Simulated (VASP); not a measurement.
YbSe2:

```xyz
3
Lattice="2.4080 1.3902 3.9326 -2.4080 1.3902 3.9326 0.0000 -2.7805 3.9326" Properties=species:S:1:pos:R:3 pbc="T T T"
Yb    0.0000    0.0000    0.0000
Se    0.0000    0.0000    2.9495
Se    0.0000    0.0000    8.8482
```

Base run:

- Program: VASP 6.6.1
- Functional: PBE
- Potentials or basis: VASP PAW PBE potentials, release 64 (Yb, Se)
- Cutoff: 520 eV
- k mesh: 8 × 8 × 8
- Occupations: fermi-dirac, width 0.15 eV
- Spin: collinear spin, ferromagnetic start
- Starting moments: [1.0, 0.0, 0.0] μB

Its results: band gap on the k mesh zero (filled and empty bands overlap); pressure 1.2 GPa; net moment 0.00 μB per cell.

Task: The run is repeated on the same cell with these changes: occupations from fermi-dirac, width 0.15 eV to fermi-dirac, width 0.01 eV. What comes out?

Result: Band gap on the k mesh zero (filled and empty bands overlap); pressure -0.3 GPa; net moment 0.01 μB per cell.

Caveats: spin-orbit coupling is left out, which moves the levels of the heavy elements.
